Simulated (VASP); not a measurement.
A run of VASP 6.6.1 is set up as follows.

INCAR

```
SYSTEM = GaN
PREC = Accurate ; ENCUT = 520
EDIFF = 1E-8 ; ISMEAR = 0
SIGMA = 0.01 ; LREAL = .FALSE.
LASPH = .TRUE. ; NELM = 100
ALGO = Normal ; ISIF = 2
LWAVE = .FALSE. ; LCHARG = .TRUE.
GGA = PS ; NBANDS = 26
IBRION = 8 ; NSW = 1
```

File KPOINTS:

```
Automatic mesh
0
G
  6 6 4
  0 0 0
```

The input POSCAR:

```
GaN
1.0
    3.1984085579      0.0000000000      0.0000000000
   -1.5992042790      2.7699030628      0.0000000000
    0.0000000000      0.0000000000      5.2112086912
Ga N
2 2
Direct
    0.3333333333      0.6666666667     -0.0008315640
    0.6666666667      0.3333333333      0.4991684360
    0.3333333333      0.6666666667      0.3758315640
    0.6666666667      0.3333333333      0.8758315640
```

Potentials or basis: VASP PAW PBE potentials, release 64 (Ga_d, N).

Launch:

```bash
$ cat potpaw_PBE.64/Ga_d/POTCAR potpaw_PBE.64/N/POTCAR > POTCAR
$ mpirun -np 1 vasp_std > vasp.out
```

Estimate the highest phonon frequency at Γ, LO-TO splitting left out.

664 cm⁻¹.

Phonon frequencies in cm⁻¹ (negative: imaginary):
```tsv
q point	frequencies
(0.000, 0.000, 0.000)	-1 -1 0 136 136 323 506 530 530 537 537 664
```

Caveat: the k points lie up to 0.38 Å⁻¹ apart; the cell wasn't relaxed at this level first, which shifts response properties.
